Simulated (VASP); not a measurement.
Runs of VASP 6.6.1 on TePb. Symmetry: Fm-3m, No. 225, cubic system. Conventional cell: a = 6.454 Å, b = 6.454 Å, c = 6.454 Å, α = 90.00°, β = 90.00°, γ = 90.00°. Within 4.2 Å of Pb (site symmetry m-3m) lie 6 Te at 3.23 Å. Te (site symmetry m-3m) has 6 Pb at 3.23 Å within 4.2 Å. 

| level | k mesh | grid for exact exchange (PRECFOCK) | share of exact exchange | screening parameter | gap on the mesh (eV) | pressure (GPa) |
| --- | --- | --- | --- | --- | --- | --- |
| PBE-based screened hybrid with 25 % exact exchange | 4 × 4 × 4 | Normal | 0.25 | 0.6 1/Å | 0.78 | (a) |
| PBE-based global hybrid with 35 % exact exchange | 4 × 4 × 4 | Normal | 0.35 | - | (b) | 0.6 |
| PBE | 4 × 4 × 4 | - | - | - | 0.73 | 2.3 |
| PBE-based global hybrid with 10 % exact exchange | 4 × 4 × 4 | Normal | 0.1 | - | 1.11 | 1.7 |
| PBE | 6 × 6 × 6 | - | - | - | 0.73 | 2.3 |

Alike in all rows: task single point; potentials or basis VASP PAW PBE potentials, release 64 (Pb_d, Te); no spin polarisation; cell as given; cutoff (eV) 520; smearing gaussian 0.05 eV.

Estimate the missing entries.

(a) 1.6; (b) 2.13.

Caveats: some runs use coarse meshes; spin-orbit coupling is left out, which moves the levels of the heavy elements; the PAW data sets were made with another functional, which shifts forces and pressure a little (at least some runs).

A k mesh can miss the band edges, and the runs leave out spin-orbit coupling on Pb, Te.
